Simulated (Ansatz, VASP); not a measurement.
**One calculation of Bi, two programs**

File INCAR:

```
PREC = Accurate
ENCUT = 520
EDIFF = 1E-8
ISMEAR = -1
SIGMA = 0.05
LREAL = F
LASPH = T
NELM = 100
ALGO = Normal
ISIF = 2
LWAVE = F
LCHARG = F
GGA = PS
LEFG = T
NBANDS = 22
```

File KPOINTS:

```
Automatic mesh
0
Gamma
  9 9 13
```

File POSCAR:

```
Bi
1.0
    3.4414490040     -3.0902406750      0.0000000000
    3.4414490040      3.0902406750      0.0000000000
   -1.2432027094      0.0000000000      3.0714698416
Bi
2
Direct
    0.2469390000      0.2469390000      0.1426180000
    0.7530610000      0.7530610000      0.8573820000
```

Input for Ansatz:

```yaml
crystal:
  lattice:
    - [3.441449004, -3.090240675, 0.0]
    - [3.441449004, 3.090240675, 0.0]
    - [-1.2432027094, 0.0, 3.0714698416]
  atoms:
    - { symbol: Bi, position: [0.246939, 0.246939, 0.142618] }
    - { symbol: Bi, position: [0.753061, 0.753061, 0.857382] }
kpoints:
  mp_grid: { grid: [9, 9, 13] }
scf:
  occupations: { method: fermi_dirac, width: 0.05 }
hamiltonian:
  xc: pbesol
  pseudopotentials: { kind: paw }
output:
  forces: true
  stress: true
  eigenvalues: true
  efg: { contact_densities: true }
```

Change from the starting cell: functional pbesol, volume scaled by 0.96, PAW files.

Alike in both runs: task electric field gradients; functional PBEsol; k mesh 9 × 9 × 13; occupations fermi-dirac, width 0.05 eV; no spin polarisation.

```csv
,VASP,Ansatz
version,VASP 6.6.1,Ansatz 0.2.0
potentials or method,"VASP PAW PBE potentials, release 64 (Bi_d)","PAW with Ansatz's default frozen-core files, scalar-relativistic"
plane-wave cutoff (eV),520,420
valence electrons in the cell,30,30
```

VASP gave:

```
pressure (GPa)                                                : -0.5
traceless stress, the component that is largest in VASP (GPa) : 0.11
rms of the force components (eV/Å)                            : 0.002
size of Vzz on the site where it differs most (V/Å²)          : 106.0
```

Q: Estimate Ansatz's values.

A: Pressure (GPa): -0.5; traceless stress, the component that is largest in VASP (GPa): 0.10; rms of the force components (eV/Å): 0.003; size of Vzz on the site where it differs most (V/Å²): 111.8.

VASP's potentials were made for PBE, not for PBEsol. Atom by atom the forces differ by 0.001 eV/Å (rms over components).

Spin-orbit coupling is off throughout.
